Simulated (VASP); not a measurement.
Here is a VASP 6.6.1 calculation.

File INCAR:

```
PREC = Accurate
ENCUT = 500
EDIFF = 1E-6
ISMEAR = -1
SIGMA = 0.05
LREAL = F
LASPH = T
NELM = 120
ALGO = Normal
ISIF = 2
LWAVE = F
LCHARG = F
NBANDS = 14
GGA_COMPAT = F
```

KPOINTS

```
Automatic mesh
0
Gamma
  7 7 7
```

File POSCAR:

```
NaCl
1.0
    2.8793249105      0.0000000000      0.0000000000
    0.0000000000      2.8793249105      0.0000000000
    0.0000000000      0.0000000000      2.8217384123
Na Cl
1 1
Direct
    0.0000000000      0.0000000000      0.0000000000
    0.5000000000      0.5000000000      0.5000000000
```

Potentials or basis: VASP PAW LDA potentials, release 64 (Na_pv, Cl).

Run with:

```console
$ cat potpaw_LDA.64/Na_pv/POTCAR potpaw_LDA.64/Cl/POTCAR > POTCAR
$ mpirun -np 1 vasp_std > vasp.out
```

(1) What does it give for the band gap on the k mesh?

(2) What does it give for the pressure?

Answers

(1) 4.42 eV, direct.

(2) 54.5 GPa.
